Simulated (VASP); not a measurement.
# HfC (Fm-3m) in VASP: further runs, part 2 of 2

VASP 6.6.1. Earlier steps stand in the parts before.

## 4. Relaxation of cell and atoms, BLYP+D3(BJ)

Contents of INCAR:

```
SYSTEM = HfC
PREC = Accurate
ENCUT = 600
EDIFF = 1E-6
ISMEAR = -1
SIGMA = 0.05
LREAL = .FALSE.
LASPH = .TRUE.
NELM = 60
ALGO = Normal
ISIF = 3
LWAVE = .FALSE.
LCHARG = .FALSE.
GGA = B5
ALDAX = 1.0
AGGAX = 1.0
AGGAC = 1.0
ALDAC = 0.0
IVDW = 12
VDW_S6 = 1.0
VDW_S8 = 2.6996
VDW_A1 = 0.4298
VDW_A2 = 4.2359
IBRION = 2
NSW = 60
EDIFFG = -0.01
```

Contents of KPOINTS:

```
Automatic mesh
0
G
  10 10 10
  0 0 0
```

Contents of POSCAR:

```
HfC
1.0
    0.0000000000      2.3250000000      2.3250000000
    2.3250000000      0.0000000000      2.3250000000
    2.3250000000      2.3250000000      0.0000000000
Hf C
1 1
Direct
    0.5000000000      0.5000000000      0.5000000000
    0.0000000000      0.0000000000      0.0000000000
```

Potentials or basis: VASP PAW PBE potentials, release 64 (Hf_pv, C).

Launch:

```console
$ cat potpaw_PBE.64/Hf_pv/POTCAR potpaw_PBE.64/C/POTCAR > POTCAR
$ mpirun -np 1 vasp_std > vasp.out
```

OUTCAR:

```text
SYSTEM = HfC
   PREC = Accurate
   ENCUT = 600
   EDIFF = 1E-6
   ISMEAR = -1
   LREAL = .FALSE.
   LASPH = .TRUE.
   NELM = 60
   ISIF = 3
   GGA = B5
   IVDW = 12
   IBRION = 2
   NSW = 60
   EDIFFG = -0.01
 IVDW          = 12

 ion  position               nearest neighbor table
   1  0.500  0.500  0.500-   2 2.33   2 2.33   2 2.33   2 2.33   2 2.33   2 2.33
   2  0.000  0.000  0.000-   1 2.33   1 2.33   1 2.33   1 2.33   1 2.33   1 2.33

  LATTYP: Found a face centered cubic cell.
 ALAT       =     4.6500000000

  Lattice vectors:

 A1 = (   0.0000000000,   2.3250000000,   2.3250000000)
 A2 = (   2.3250000000,   0.0000000000,   2.3250000000)
 A3 = (   2.3250000000,   2.3250000000,   0.0000000000)

Analysis of symmetry for initial positions (statically):
=====================================================================
 Subroutine PRICEL returns:
 Original cell was already a primitive cell.

 Routine SETGRP: Setting up the symmetry group for a
 face centered cubic supercell.

 Subroutine GETGRP returns: Found 48 space group operations
 (whereof 48 operations were pure point group operations)
 out of a pool of 48 trial point group operations.

The static configuration has the point symmetry O_h .

Analysis of symmetry for dynamics (positions and initial velocities):
=====================================================================
 Subroutine PRICEL returns:
 Original cell was already a primitive cell.

 Routine SETGRP: Setting up the symmetry group for a
 face centered cubic supercell.

 Subroutine GETGRP returns: Found 48 space group operations
 (whereof 48 operations were pure point group operations)
 out of a pool of 48 trial point group operations.

The dynamic configuration has the point symmetry O_h .

 Subroutine INISYM returns: Found 48 space group operations
 (whereof 48 operations are pure point group operations),
 and found     1 'primitive' translations

----------------------------------------------------------------------------------------

                                     Primitive cell

  volume of cell :      25.1362

  direct lattice vectors                    reciprocal lattice vectors
     0.000000000  2.325000000  2.325000000    -0.215053763  0.215053763  0.215053763
     2.325000000  0.000000000  2.325000000     0.215053763 -0.215053763  0.215053763
     2.325000000  2.325000000  0.000000000     0.215053763  0.215053763 -0.215053763

  length of vectors
     3.288046533  3.288046533  3.288046533     0.372484045  0.372484045  0.372484045

  position of ions in fractional coordinates (direct lattice)
     0.500000000  0.500000000  0.500000000
     0.000000000  0.000000000  0.000000000

  ion indices of the primitive-cell ions
   primitive index   ion index
                 1           1
                 2           2

----------------------------------------------------------------------------------------

 KPOINTS: Automatic mesh

Automatic generation of k-mesh.
 Grid dimensions read from file:
 generate k-points for:   10   10   10

 Generating k-lattice:

  Cartesian coordinates                     Fractional coordinates (reciprocal lattice)
    -0.021505376  0.021505376  0.021505376     0.100000000  0.000000000  0.000000000
     0.021505376 -0.021505376  0.021505376     0.000000000  0.100000000  0.000000000
     0.021505376  0.021505376 -0.021505376     0.000000000  0.000000000  0.100000000

  Length of vectors
     0.037248404  0.037248404  0.037248404

  Shift w.r.t. Gamma in fractional coordinates (k-lattice)
     0.000000000  0.000000000  0.000000000

 Subroutine IBZKPT returns following result:
 ===========================================

 Found     47 irreducible k-points:

 Following reciprocal coordinates:
            Coordinates               Weight
  0.000000  0.000000  0.000000      1.000000
  0.100000  0.000000  0.000000      8.000000
  0.200000  0.000000  0.000000      8.000000
  0.300000  0.000000  0.000000      8.000000
  0.400000  0.000000  0.000000      8.000000
  0.500000  0.000000  0.000000      4.000000
[... 16 lines left out ...]
  0.300000  0.300000  0.000000      6.000000
  0.400000  0.300000  0.000000     24.000000
 [... further k-points ...]
   k-points           NKPTS =     47   k-points in BZ     NKDIM =     47   number of bands    NBANDS=     11
   number of dos      NEDOS =    301   number of ions     NIONS =      2
   total plane-waves  NPLWV =  21952
   dimension x,y,z NGX =    28 NGY =   28 NGZ =   28
   dimension x,y,z NGXF=    56 NGYF=   56 NGZF=   56
   ions per type =               1   1
   NGX,Y,Z   is equivalent  to a cutoff of  14.16, 14.16, 14.16 a.u.
   NGXF,Y,Z  is equivalent  to a cutoff of  28.31, 28.31, 28.31 a.u.
 SYSTEM =  HfC
   PREC   = accura    normal or accurate (medium, high low for compatibility)
   ISTART =      0    job   : 0-new  1-cont  2-samecut
   ICHARG =      2    charge: 1-file 2-atom 10-const
   ISPIN  =      1    spin polarized calculation?
   LNONCOLLINEAR =      F non collinear calculations
   LSORBIT =      F    spin-orbit coupling
   LASPH  =      T    aspherical Exc in radial PAW
   ENCUT  =  600.0 eV  44.10 Ry    6.64 a.u.   6.57  6.57  6.57*2*pi/ulx,y,z
   NELM   =     60;   NELMIN=  2; NELMDL= -5     # of ELM steps
   EDIFF  = 0.1E-05   stopping-criterion for ELM
   LREAL  =      F    real-space projection
   EDIFFG = -.1E-01   stopping-criterion for IOM
   NSW    =     60    number of steps for IOM
   IBRION =      2    ionic relax: 0-MD 1-quasi-New 2-CG
   NFREE  =      1    steps in history (QN), initial steepest desc. (CG)
   ISIF   =      3    stress and relaxation
   ISYM   =      2    0-nonsym 1-usesym 2-fastsym
   POTIM  = 0.5000    time-step for ionic-motion
   TEBEG  =    0.0;   TEEND  =   0.0 temperature during run
   PSTRESS=    0.0 pullay stress
   NELECT =      14.0000    total number of electrons
   NUPDOWN=      -1.0000    fix difference up-down
   EMIN   =  10.00;   EMAX   =-10.00  energy-range for DOS
   EFERMI =   0.00;   METHOD = LEGACY
   ISMEAR =    -1;   SIGMA  =   0.05  broadening in eV -4-tet -1-fermi 0-gaus
   EFERMI_NEDOS =   21; number of points for ismear=-14 and -15
   IALGO  =     38    algorithm
   IMIX   =      4    mixing-type and parameters
     AMIX     =   0.40;   BMIX     =  1.00
     AMIX_MAG =   1.60;   BMIX_MAG =  1.00
  volume/ion in A,a.u.               =      12.57        84.81
  Fermi-wavevector in a.u.,A,eV,Ry     =   1.346949  2.545365 24.684672  1.814272
  Thomas-Fermi vector in A             =   2.474740
   LORBIT       =      0    0 simple, 1 ext, 2 COOP (PROOUT), +10 PAW based schemes
   GGA     = B5    functional components
   LHFCALC =     F    Hartree Fock is set to
   AEXX    =    0.0000 exact exchange contribution
   IVDW    =    12    specifies the selected vdW correction
   LEPSILON=     F    determine dielectric tensor
   LRPA    =     F    only Hartree local field effects (RPA)
 conjugate gradient relaxation of ions
 non-spin polarized calculation
  energy-cutoff  :      600.00
  volume of cell :       25.14
 maximum number of plane-waves:       869
 NGX is ok and might be reduce to    28
   NGX = 13   NGY = 13   NGZ = 13

--------------------------------------- Ionic step        1  -------------------------------------------

 number of electron      14.0000000 magnetization

 Free energy of the ion-electron system (eV)
  ---------------------------------------------------
  ext. energy  EPLUGINS =         0.00000000
  ---------------------------------------------------
  free energy    TOTEN  =       -19.12126292 eV

  energy without entropy =      -19.11868077  energy(sigma->0) =      -19.11997184

------------------------ aborting loop because EDIFF is reached ----------------------------------------

 Edisp (eV)   -1.69147

 E8    (eV) :    -1.2918
[... 71 lines left out ...]
--------------------------------------- Ionic step        3  -------------------------------------------

 number of electron      14.0000000 magnetization

 Free energy of the ion-electron system (eV)
  ---------------------------------------------------
  ext. energy  EPLUGINS =         0.00000000
  ---------------------------------------------------
  free energy    TOTEN  =       -19.09674797 eV

  energy without entropy =      -19.09418813  energy(sigma->0) =      -19.09546805

 E-fermi :   6.6186     XC(G=0): -11.6900

 val. band max:        6.6085338843   @ k =   0.2000   0.2000   0.0000
 cond. band min:       6.7291277860   @ k =   0.1000   0.1000   0.0000
 fundamental gap:      0.1205939017
 Fermi energy:         6.6186076166

 k-point     1 :       0.0000    0.0000    0.0000
  band No.  band energies     occupation
      1     -22.9191      2.00000
      2     -22.9191      2.00000
      3     -22.9191      2.00000
      4      -5.6714      2.00000
      5       7.5641      0.00000
      6       7.5641      0.00000
      7       7.5641      0.00000
      8       7.9751      0.00000
      9       7.9751      0.00000
     10       7.9751      0.00000
     11       9.9711      0.00000
[... 309 lines left out ...]
 k-point    24 :       0.4000    0.3000    0.0000
  band No.  band energies     occupation
      1     -23.4359      2.00000
      2     -23.1272      2.00000
      3     -23.1054      2.00000
      4      -3.6432      2.00000
      5       2.9606      2.00000
      6       4.8480      2.00000
      7       5.8837      2.00000
      8       6.8322      0.02755
      9      11.9458      0.00000
     10      12.9378      0.00000
     11      13.0672      0.00000

 [... further k-points ...]

------------------------ aborting loop because EDIFF is reached ----------------------------------------

 Edisp (eV)   -1.72103

 E8    (eV) :    -1.3146
[... 25 lines left out ...]
  FREE ENERGIE OF THE ION-ELECTRON SYSTEM (eV)
  ---------------------------------------------------
  free  energy   TOTEN  =       -20.8177778179 eV

  energy  without entropy=      -20.8152179780  energy(sigma->0) =      -20.81649790

 reached required accuracy - stopping structural energy minimisation
```

CONTCAR:

```text
HfC
   1.00000000000000
     0.0000000000000000    2.3123748718381743    2.3123748718381743
     2.3123748718381743    0.0000000000000000    2.3123748718381743
     2.3123748718381743    2.3123748718381743    0.0000000000000000
  Hf              C
     1     1
Direct
     0.5000000000000000    0.5000000000000000    0.5000000000000000
     0.0000000000000000    0.0000000000000000    0.0000000000000000

  0.00000000E+00  0.00000000E+00  0.00000000E+00
  0.00000000E+00  0.00000000E+00  0.00000000E+00
```

Wall time 44 s (1 thread of AMD EPYC 9R45 (Zen 5), shared host); peak memory 0.15 GiB.

Results:

| Item | Value |
| --- | --- |
| Free energy | -20.8178 eV |
| Relaxed volume | 12.36 Å³/atom |
| Relaxed cell | a = 3.270 Å, b = 3.270 Å, c = 3.270 Å, α = 60.00°, β = 60.00°, γ = 60.00° |
| Space group after relaxing (to 0.1 Å) | Fm-3m (No. 225) |
| Energy gained by relaxing | 2.5 meV/atom |
| Ionic steps | 3 |
| Pressure after relaxing | 0.0 GPa |
| Band gap on the k mesh | zero (bands 7 and 8 overlap by 1.37 eV) |
| Dispersion energy per atom | -0.861 eV |

Step by step:
| step | energy change (eV) | largest force (eV/Å) | pressure (GPa) | volume (Å³) |
| --- | --- | --- | --- | --- |
| 1 | 0.0000 | 0.0000 | -3.90 | 25.14 |
| 2 | 0.0103 | 0.0000 | 7.37 | 24.04 |
| 3 | -0.0050 | 0.0000 | -0.02 | 24.73 |

Final structure:
```cif
data_structure
_symmetry_space_group_name_H-M 'P 1'
_symmetry_Int_Tables_number 1
_cell_length_a 3.2702
_cell_length_b 3.2702
_cell_length_c 3.2702
_cell_angle_alpha 60.000
_cell_angle_beta 60.000
_cell_angle_gamma 60.000
_cell_volume 24.73
loop_
_atom_site_label
_atom_site_type_symbol
_atom_site_fract_x
_atom_site_fract_y
_atom_site_fract_z
_atom_site_occupancy
Hf1 Hf 0.50000 0.50000 0.50000 1
C1 C 0.00000 0.00000 0.00000 1
```

Caveat: the PAW data sets were made with another functional, which shifts forces and pressure a little; spin-orbit coupling is left out, which moves the levels of the heavy elements.

## 5. Single point, PBE+D3(BJ)

This run uses another cell than the first one, of 12.33 Å³/atom.

Contents of INCAR:

```
SYSTEM = HfC
  PREC = Accurate
  ENCUT = 520
  EDIFF = 1E-6
  ISMEAR = -1
  SIGMA = 0.05
  LREAL = .False.
  LASPH = .True.
  NELM = 60
  ALGO = Normal
  ISIF = 2
  LWAVE = .False.
  LCHARG = .False.
  GGA = PE
  IVDW = 12
  NBANDS = 14
```

Contents of KPOINTS:

```
Automatic mesh
0
Gamma
  10 10 10
  0 0 0
```

Contents of POSCAR:

```
HfC
1.0
    0.0000000000      2.3101230010      2.3101230010
    2.3101230010      0.0000000000      2.3101230010
    2.3101230010      2.3101230010      0.0000000000
Hf C
1 1
Direct
    0.5000000000      0.5000000000      0.5000000000
    0.0000000000      0.0000000000      0.0000000000
```

Potentials or basis: VASP PAW PBE potentials, release 64 (Hf_pv, C).

Launch:

```console
$ cat potpaw_PBE.64/Hf_pv/POTCAR potpaw_PBE.64/C/POTCAR > POTCAR
$ mpirun -np 1 vasp_std > vasp.out
```

OUTCAR:

```text
SYSTEM = HfC
   PREC = Accurate
   ENCUT = 520
   EDIFF = 1E-6
   ISMEAR = -1
   LREAL = .False.
   LASPH = .True.
   NELM = 60
   ISIF = 2
   GGA = PE
   IVDW = 12
 IVDW          = 12

 ion  position               nearest neighbor table
   1  0.500  0.500  0.500-   2 2.31   2 2.31   2 2.31   2 2.31   2 2.31   2 2.31
   2  0.000  0.000  0.000-   1 2.31   1 2.31   1 2.31   1 2.31   1 2.31   1 2.31

  LATTYP: Found a face centered cubic cell.
 ALAT       =     4.6202460020

  Lattice vectors:

 A1 = (   0.0000000000,   2.3101230010,   2.3101230010)
 A2 = (   2.3101230010,   0.0000000000,   2.3101230010)
 A3 = (   2.3101230010,   2.3101230010,   0.0000000000)

Analysis of symmetry for initial positions (statically):
=====================================================================
 Subroutine PRICEL returns:
 Original cell was already a primitive cell.

 Routine SETGRP: Setting up the symmetry group for a
 face centered cubic supercell.

 Subroutine GETGRP returns: Found 48 space group operations
 (whereof 48 operations were pure point group operations)
 out of a pool of 48 trial point group operations.

The static configuration has the point symmetry O_h .

Analysis of symmetry for dynamics (positions and initial velocities):
=====================================================================
 Subroutine PRICEL returns:
 Original cell was already a primitive cell.

 Routine SETGRP: Setting up the symmetry group for a
 face centered cubic supercell.

 Subroutine GETGRP returns: Found 48 space group operations
 (whereof 48 operations were pure point group operations)
 out of a pool of 48 trial point group operations.

The dynamic configuration has the point symmetry O_h .

 Subroutine INISYM returns: Found 48 space group operations
 (whereof 48 operations are pure point group operations),
 and found     1 'primitive' translations

----------------------------------------------------------------------------------------

[... 121 lines left out ...]
   LEPSILON=     F    determine dielectric tensor
   LRPA    =     F    only Hartree local field effects (RPA)
 non-spin polarized calculation
  energy-cutoff  :      520.00
  volume of cell :       24.66
 maximum number of plane-waves:       678
   NGX = 13   NGY = 13   NGZ = 13

 number of electron      14.0000002 magnetization

 Free energy of the ion-electron system (eV)
  ---------------------------------------------------
  ext. energy  EPLUGINS =         0.00000000
  ---------------------------------------------------
  free energy    TOTEN  =       -21.03833957 eV

  energy without entropy =      -21.03565286  energy(sigma->0) =      -21.03699621

 E-fermi :   6.1244     XC(G=0): -12.3808

 val. band max:        6.1064088763   @ k =   0.1000   0.0000   0.0000
 cond. band min:       6.2504886032   @ k =   0.1000   0.1000   0.0000
 fundamental gap:      0.1440797270
 Fermi energy:         6.1244292882

 k-point     1 :       0.0000    0.0000    0.0000
  band No.  band energies     occupation
      1     -23.3750      2.00000
      2     -23.3750      2.00000
      3     -23.3750      2.00000
      4      -6.3049      2.00000
      5       7.1119      0.00000
      6       7.1119      0.00000
      7       7.1119      0.00000
      8       7.4998      0.00000
      9       7.4998      0.00000
     10       7.4998      0.00000
     11       9.5537      0.00000
     12       9.5537      0.00000
     13      13.1601      0.00000
     14      17.1595      0.00000
[... 377 lines left out ...]
      1     -23.9020      2.00000
      2     -23.5866      2.00000
      3     -23.5643      2.00000
      4      -4.1860      2.00000
      5       2.3557      2.00000
      6       4.2611      2.00000
      7       5.3877      2.00000
      8       6.3133      0.04472
      9      11.5810      0.00000
     10      12.6283      0.00000
     11      12.7570      0.00000
     12      14.6044      0.00000
     13      17.9771      0.00000
     14      18.9716      0.00000

 [... further k-points ...]

------------------------ aborting loop because EDIFF is reached ----------------------------------------

 Edisp (eV)   -0.73080

 E8    (eV) :    -0.3481

  FORCE on cell =-STRESS in cart. coord.  units (eV):
  Direction    XX          YY          ZZ          XY          YZ          ZX
  --------------------------------------------------------------------------------------
  -------------------------------------------------------------------------------------
  Total      -0.09856    -0.09856    -0.09856    -0.00000    -0.00000     0.00000
  in kB      -6.40414    -6.40414    -6.40414    -0.00000    -0.00000     0.00000
  external pressure =       -6.40 kB  Pullay stress =        0.00 kB

 VOLUME and BASIS-vectors are now :
 -----------------------------------------------------------------------------
  energy-cutoff  :      520.00
  volume of cell :       24.66
      direct lattice vectors                 reciprocal lattice vectors
     0.000000000  2.310123001  2.310123001    -0.216438692  0.216438692  0.216438692
     2.310123001  0.000000000  2.310123001     0.216438692 -0.216438692  0.216438692
     2.310123001  2.310123001  0.000000000     0.216438692  0.216438692 -0.216438692

 POSITION                                       TOTAL-FORCE (eV/Angst)
 -----------------------------------------------------------------------------------
      2.31012      2.31012      2.31012         0.000000      0.000000      0.000000
      0.00000      0.00000      0.00000        -0.000000     -0.000000     -0.000000
 -----------------------------------------------------------------------------------
    total drift:                                0.000000     -0.000000      0.000000

  FREE ENERGIE OF THE ION-ELECTRON SYSTEM (eV)
  ---------------------------------------------------
  free  energy   TOTEN  =       -21.7691438649 eV

  energy  without entropy=      -21.7664571551  energy(sigma->0) =      -21.76780051
```

It took 10 s on 1 thread of Intel Xeon 8259CL, shared host; peak memory 0.16 GiB.

What came out:

| Property | Result |
| --- | --- |
| Free energy | -21.7691 eV |
| Pressure | -0.6 GPa |
| Band gap on the k mesh | zero (bands 7 and 8 overlap by 1.41 eV) |
| Dispersion energy per atom | -0.365 eV |

Levels at points of the mesh, in eV from the Fermi level:
```
           k point  band 3  band 4  band 5  band 6  band 7  band 8  band 9  band 10  band 11  band 12
(0.00, 0.00, 0.00)  -29.50  -12.43    0.99    0.99    0.99    1.38    1.38     1.38     3.43     3.43
(0.50, 0.00, 0.00)  -29.57   -8.57   -6.25   -3.07   -3.07    5.41    5.41     5.88     6.63    11.62
(0.50, 0.50, 0.00)  -29.75  -10.52   -2.59   -1.86   -0.10   -0.10    5.40     6.87     6.87     8.66
```

Caveat: spin-orbit coupling is left out, which moves the levels of the heavy elements.

## 6. Summary

| task | level | cell | cutoff (eV) | smearing | gap on the mesh (eV) | pressure (GPa) |
| --- | --- | --- | --- | --- | --- | --- |
| single point | PBE | a = 3.288 Å, angles 60.0°, 2 atoms | 520 | gaussian 0.029 eV | none | -0.4 |
| single point | PBE | a = 3.288 Å, angles 60.0°, 2 atoms | 520 | gaussian 0.03 eV | none | -0.5 |
| relaxation of cell and atoms | BLYP+D3(BJ) | relaxed from a = 3.288 Å, angles 60.0°, 2 atoms | 600 | fermi-dirac 0.05 eV | none | 0.0 |
| single point | PBE+D3(BJ) | a = 3.267 Å, angles 60.0°, 2 atoms | 520 | fermi-dirac 0.05 eV | none | -0.6 |

Alike in all rows: potentials or basis VASP PAW PBE potentials, release 64 (Hf_pv, C); no spin polarisation; k mesh 10 × 10 × 10.

Caveats: spin-orbit coupling is left out, which moves the levels of the heavy elements; the PAW data sets were made with another functional, which shifts forces and pressure a little (at least some runs).

Absolute energies hang on the potentials; compare differences alone.
